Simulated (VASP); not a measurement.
The system is GaS5.

```
Ga S
1.0
     5.95785    0.00000    0.00000
    -2.97893    5.15965    0.00000
     0.00000    0.00000    5.35730
Ga S
1 5
Direct
  0.00000 0.00000 0.50000
  0.00000 0.33453 0.00000
  0.66547 0.66547 0.00000
  0.33453 0.00000 0.00000
  0.66667 0.33333 0.50000
  0.33333 0.66667 0.50000
```

* Program: VASP 6.6.1
* Task: relaxation of cell and atoms
* Functional: PBE
* Potentials or basis: VASP PAW PBE potentials, release 64 (Ga_d, S)
* Cutoff: 600 eV
* k mesh: 3 × 3 × 4
* Occupations: gaussian, width 0.1 eV
* Spin: no spin polarisation

At the start: pressure -10.5 GPa; volume 27.45 Å³/atom.

Question: How do energy, volume and symmetry change on relaxing?

Answer: Over 24 steps the energy falls by 951.4 meV/atom and the volume is 17.75 Å³/atom (-35.3 %); space group P-62m (No. 189, to 0.05 Å).

Step by step:
```
step  energy change (eV)  largest force (eV/Å)  pressure (GPa)  volume (Å³)
   1              0.0000                0.2327          -10.47       164.69
   2             -2.7102                0.4085           -9.40       125.48
   3              8.0532                0.9879          153.43        54.45
   4             -3.3752                0.4075           -6.67       113.75
   5             -3.7677                0.3760            5.52        93.28
   6             -3.8082                0.3598            0.92        98.84
   7             -4.6597                0.3578            3.22        94.76
   8             -2.0304                1.4237           43.18        78.64
   9             -4.9974                0.0966           10.57        90.41
  10             -5.3718                0.1836            6.34        96.10
  11             -5.5254                0.4414            2.51       103.39
  12             -5.5765                0.3088            0.35       105.52
  13             -5.5811                0.2510           -0.51       106.44
  14             -5.5916                0.2381           -0.37       106.10
  15             -5.6187                0.2059            0.14       105.09
  16             -5.6485                0.0622            1.47       103.10
  17             -5.6556                0.0372            1.41       103.26
  18             -5.6728                0.0201            1.16       103.74
  19             -5.6832                0.2286            0.97       104.69
  20             -5.6852                0.1530            0.98       104.39
  21             -5.6947                0.1162            0.64       104.98
  22             -5.7071                0.0191           -0.34       106.74
  23             -5.7071                0.0152           -0.38       106.82
  24             -5.7081                0.0083           -0.11       106.49
```

Final structure:
```
Ga S
1.0
     6.01150    0.00000    0.00000
    -3.00575    5.20611    0.00000
     0.00000    0.00000    3.40257
Ga S
1 5
Direct
  0.00000 0.00000 0.50000
  0.00000 0.31751 0.00000
  0.68249 0.68249 0.00000
  0.31751 0.00000 0.00000
  0.66667 0.33333 0.50000
  0.33333 0.66667 0.50000
```

Caveat: the k points lie up to 0.46 Å⁻¹ apart in the final cell; the volume moved by over 15 % at a fixed basis, so the end points are rough.
